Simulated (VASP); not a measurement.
# SiRu (P2_13) in VASP: vibrations by perturbation theory with PBE

Aim: the vibrations by perturbation theory of SiRu with PBE.

Everything below comes from runs of VASP 6.6.1. Logs are shortened: lines on timing, memory, paths and dates and some standing lists are left out, and cuts for length are marked.

### Step 1. The cell of the first run

It takes space group P2_13 (No. 198, cubic). Conventional cell: a = 4.736 Å, b = 4.736 Å, c = 4.736 Å, α = 90.00°, β = 90.00°, γ = 90.00°. Si (site symmetry 3) has 7 Ru at 2.39 to 2.72 Å and 6 Si at 2.94 Å within 3.2 Å. Ru (site symmetry 3) has 7 Si at 2.39 to 2.72 Å and 6 Ru at 2.90 Å within 3.2 Å.

### Step 2. Vibrations by perturbation theory, PBE

The input, INCAR:

```
SYSTEM = SiRu
  PREC = Accurate
  ENCUT = 500
  EDIFF = 1E-8
  ISMEAR = 0
  SIGMA = 0.01
  LREAL = .False.
  LASPH = .True.
  NELM = 120
  ALGO = Normal
  ISIF = 2
  LWAVE = .False.
  LCHARG = .True.
  GGA = PE
  NBANDS = 46
  IBRION = 8
  NSW = 1
  GGA_COMPAT = .False.
  KPAR = 4
```

The input, KPOINTS:

```
Automatic mesh
0
Gamma
  8 8 8
  0 0 0
```

The input, POSCAR:

```
SiRu
1.0
    4.7358577485      0.0000000000      0.0000000000
    0.0000000000      4.7358577485      0.0000000000
    0.0000000000      0.0000000000      4.7358577485
Si Ru
4 4
Direct
    0.1624390015      0.3375609985      0.6624390015
    0.3375609985      0.6624390015      0.1624390015
    0.6624390015      0.1624390015      0.3375609985
    0.8375609985      0.8375609985      0.8375609985
    0.8707796330      0.6292203670      0.3707796330
    0.6292203670      0.3707796330      0.8707796330
    0.3707796330      0.8707796330      0.6292203670
    0.1292203670      0.1292203670      0.1292203670
```

Potentials or basis: VASP PAW PBE potentials, release 64 (Si, Ru_pv).

Run with:

```console
$ cat potpaw_PBE.64/Si/POTCAR potpaw_PBE.64/Ru_pv/POTCAR > POTCAR
$ mpirun -np 4 vasp_std > vasp.out
```

OUTCAR:

```text
SYSTEM = SiRu
   PREC = Accurate
   ENCUT = 500
   EDIFF = 1E-8
   ISMEAR = 0
   LREAL = .False.
   LASPH = .True.
   NELM = 120
   ISIF = 2
   GGA = PE
   IBRION = 8
   NSW = 1

 ion  position               nearest neighbor table
   1  0.162  0.338  0.662-   5 2.39   6 2.43   7 2.43   8 2.43   7 2.72   8 2.72   6 2.72   2 2.94
                             2 2.94   3 2.94   4 2.94   3 2.94   4 2.94
   2  0.338  0.662  0.162-   6 2.39   5 2.43   7 2.43   8 2.43   5 2.72   7 2.72   8 2.72   1 2.94
                             1 2.94   3 2.94   3 2.94   4 2.94   4 2.94
   3  0.662  0.162  0.338-   7 2.39   6 2.43   5 2.43   8 2.43   6 2.72   5 2.72   8 2.72   1 2.94
                             4 2.94   2 2.94   2 2.94   1 2.94   4 2.94
   4  0.838  0.838  0.838-   8 2.39   6 2.43   7 2.43   5 2.43   6 2.72   5 2.72   7 2.72   2 2.94
                             3 2.94   1 2.94   3 2.94   1 2.94   2 2.94
   5  0.871  0.629  0.371-   1 2.39   2 2.43   3 2.43   4 2.43   3 2.72   4 2.72   2 2.72   8 2.90
                             8 2.90   6 2.90   6 2.90   7 2.90   7 2.90
   6  0.629  0.371  0.871-   2 2.39   1 2.43   3 2.43   4 2.43   1 2.72   3 2.72   4 2.72   7 2.90
                             7 2.90   5 2.90   8 2.90   5 2.90   8 2.90
   7  0.371  0.871  0.629-   3 2.39   2 2.43   1 2.43   4 2.43   2 2.72   1 2.72   4 2.72   6 2.90
                             6 2.90   5 2.90   8 2.90   8 2.90   5 2.90
   8  0.129  0.129  0.129-   4 2.39   2 2.43   3 2.43   1 2.43   2 2.72   1 2.72   3 2.72   5 2.90
                             5 2.90   7 2.90   7 2.90   6 2.90   6 2.90

  LATTYP: Found a simple cubic cell.
[... 1462 lines left out ...]
  4Z    -0.043734   -0.025074   -0.162932    0.093837   -0.043226    0.706414    0.026745   -0.093466    1.392544   -3.064903   -3.064458  -10.957205   -0.729689    1.745969    4.809301   -0.203304   -0.338274    0.863448    1.853607    0.001949    1.201898    2.067440    1.816579    2.146532
  5X     2.147885   -1.819356    2.068785    4.814006    0.337224   -1.853413    1.203706    1.744730    0.204383    0.860365    0.002815   -0.730659  -17.267974   -0.332373    0.327865    2.598455    0.046620    0.986342    5.536506    0.988464   -0.962193    0.107051   -0.968124   -0.041110
  5Y    -2.068785    2.147885   -1.819356    0.730659    0.860365    0.002815    1.853413    4.814006    0.337224   -0.204383    1.203706    1.744730   -0.327865  -17.267974   -0.332373    0.041110    0.107051   -0.968124   -0.986342    2.598455    0.046620    0.962193    5.536506    0.988464
  5Z     1.819356   -2.068785    2.147885   -1.744730   -0.204383    1.203706   -0.002815    0.730659    0.860365   -0.337224    1.853413    4.814006    0.332373   -0.327865  -17.267974   -0.988464    0.962193    5.536506    0.968124    0.041110    0.107051   -0.046620   -0.986342    2.598455
  6X     4.814006    0.337224    1.853413    2.147885   -1.819356   -2.068785    0.860365    0.002815    0.730659    1.203706    1.744730   -0.204383    2.598455    0.046620   -0.986342  -17.267974   -0.332373   -0.327865    0.107051   -0.968124    0.041110    5.536506    0.988464    0.962193
  6Y     0.730659    0.860365   -0.002815   -2.068785    2.147885    1.819356   -0.204383    1.203706   -1.744730    1.853413    4.814006   -0.337224    0.041110    0.107051    0.968124   -0.327865  -17.267974    0.332373    0.962193    5.536506   -0.988464   -0.986342    2.598455   -0.046620
  6Z     1.744730    0.204383    1.203706   -1.819356    2.068785    2.147885    0.337224   -1.853413    4.814006    0.002815   -0.730659    0.860365    0.988464   -0.962193    5.536506   -0.332373    0.327865  -17.267974    0.046620    0.986342    2.598455   -0.968124   -0.041110    0.107051
  7X     1.203706   -1.744730   -0.204383    0.860365   -0.002815    0.730659    2.147885    1.819356   -2.068785    4.814006   -0.337224    1.853413    5.536506   -0.988464    0.962193    0.107051    0.968124    0.041110  -17.267974    0.332373   -0.327865    2.598455   -0.046620   -0.986342
  7Y    -1.853413    4.814006    0.337224    0.204383    1.203706    1.744730    2.068785    2.147885   -1.819356   -0.730659    0.860365    0.002815    0.986342    2.598455    0.046620   -0.962193    5.536506    0.988464    0.327865  -17.267974   -0.332373   -0.041110    0.107051   -0.968124
  7Z     0.002815    0.730659    0.860365    0.337224    1.853413    4.814006   -1.819356   -2.068785    2.147885    1.744730   -0.204383    1.203706   -0.968124    0.041110    0.107051    0.046620   -0.986342    2.598455   -0.332373   -0.327865  -17.267974    0.988464    0.962193    5.536506
  8X     0.860365   -0.002815   -0.730659    1.203706   -1.744730    0.204383    4.814006   -0.337224   -1.853413    2.147885    1.819356    2.068785    0.107051    0.968124   -0.041110    5.536506   -0.988464   -0.962193    2.598455   -0.046620    0.986342  -17.267974    0.332373    0.327865
  8Y     0.204383    1.203706   -1.744730   -1.853413    4.814006   -0.337224   -0.730659    0.860365   -0.002815    2.068785    2.147885    1.819356   -0.962193    5.536506   -0.988464    0.986342    2.598455   -0.046620   -0.041110    0.107051    0.968124    0.327865  -17.267974    0.332373
  8Z    -0.337224   -1.853413    4.814006   -0.002815   -0.730659    0.860365   -1.744730    0.204383    1.203706    1.819356    2.068785    2.147885   -0.046620    0.986342    2.598455    0.968124   -0.041110    0.107051   -0.988464   -0.962193    5.536506    0.332373    0.327865  -17.267974

 Eigenvectors and eigenvalues of the dynamical matrix
 ----------------------------------------------------

   1 f  =   13.039497 THz    81.929574 2PiTHz  434.950793 cm-1    53.927001 meV
             X         Y         Z           dx          dy          dz
      0.769288  1.598641  3.137217    -0.139755    0.089711   -0.191051
      1.598641  3.137217  0.769288    -0.471964    0.467871    0.464522
      3.137217  0.769288  1.598641    -0.094590   -0.194968    0.133004
      3.966570  3.966570  3.966570     0.237618    0.183192    0.140467
      4.123888  2.979898  1.755960     0.142836    0.006706   -0.035556
      2.979898  1.755960  4.123888     0.107206   -0.120051   -0.108621
      1.755960  4.123888  2.979898    -0.019287   -0.023827   -0.144177
      0.611969  0.611969  0.611969     0.016343   -0.150583    0.000000
[... 243 lines left out ...]
  24 f/i=    0.002121 THz     0.013324 2PiTHz    0.070733 cm-1     0.008770 meV
             X         Y         Z           dx          dy          dz
      0.769288  1.598641  3.137217    -0.198950   -0.120404   -0.018256
      1.598641  3.137217  0.769288    -0.198954   -0.120395   -0.018325
      3.137217  0.769288  1.598641    -0.198897   -0.120362   -0.018350
      3.966570  3.966570  3.966570    -0.198894   -0.120354   -0.018231
      4.123888  2.979898  1.755960    -0.377270   -0.228322   -0.034614
      2.979898  1.755960  4.123888    -0.377277   -0.228305   -0.034754
      1.755960  4.123888  2.979898    -0.377163   -0.228241   -0.034804
      0.611969  0.611969  0.611969    -0.377155   -0.228223   -0.034565

--------------------------------------------------------------------------------------------------------

 ELASTIC MODULI CONTR FROM IONIC RELAXATION (kBar)
 Direction    XX          YY          ZZ          XY          YZ          ZX
 --------------------------------------------------------------------------------
 XX        -876.9910   -103.9157   -103.9157      0.0000      0.0000      0.0000
 YY        -103.9157   -876.9910   -103.9157     -0.0000      0.0000     -0.0000
 ZZ        -103.9157   -103.9157   -876.9910      0.0000      0.0000     -0.0000
 XY           0.0000     -0.0000      0.0000   -124.7229      0.0000      0.0000
 YZ           0.0000      0.0000      0.0000      0.0000   -124.7229      0.0000
 ZX           0.0000     -0.0000     -0.0000      0.0000      0.0000   -124.7229
 --------------------------------------------------------------------------------
```

OSZICAR:

```text
N       E                     dE             d eps       ncg     rms          rms(c)
DAV:   1     0.713378439112E+03    0.71338E+03   -0.39662E+04  4220   0.154E+03
DAV:   2    -0.355288746621E+02   -0.74891E+03   -0.72551E+03  4400   0.461E+02
DAV:   3    -0.662220481729E+02   -0.30693E+02   -0.30029E+02  4938   0.888E+01
DAV:   4    -0.667751184966E+02   -0.55307E+00   -0.55153E+00  5024   0.113E+01
[... 52 lines left out ...]
RMM:  15    -0.689699437336E+00    0.17371E-07   -0.52942E-07 46555   0.773E-05    0.120E-05
RMM:  16    -0.689699452176E+00   -0.14840E-07   -0.34467E-07 49208   0.582E-05    0.258E-06
RMM:  17    -0.689699443630E+00    0.85470E-08   -0.20208E-07 50698   0.479E-05    0.148E-06
RMM:  18    -0.689699448140E+00   -0.45108E-08   -0.13318E-07 41751   0.424E-05    0.843E-07
RMM:  19    -0.689699450948E+00   -0.28081E-08   -0.81046E-08 37766   0.392E-05    0.577E-07
 Linear response finished
```

Wall time 31 min (4 MPI ranks of Oxide Virtual Turin-like, shared host); peak memory 1.9 GiB.

Results:

| Item | Value |
| --- | --- |
| Highest phonon frequency at Γ | 435 cm⁻¹ |

Phonon frequencies in cm⁻¹ (negative: imaginary):
```
              q point                                                                                frequencies
(0.000, 0.000, 0.000)  0 0 0 159 165 165 189 189 189 253 253 253 295 295 295 295 295 312 312 312 395 435 435 435
```
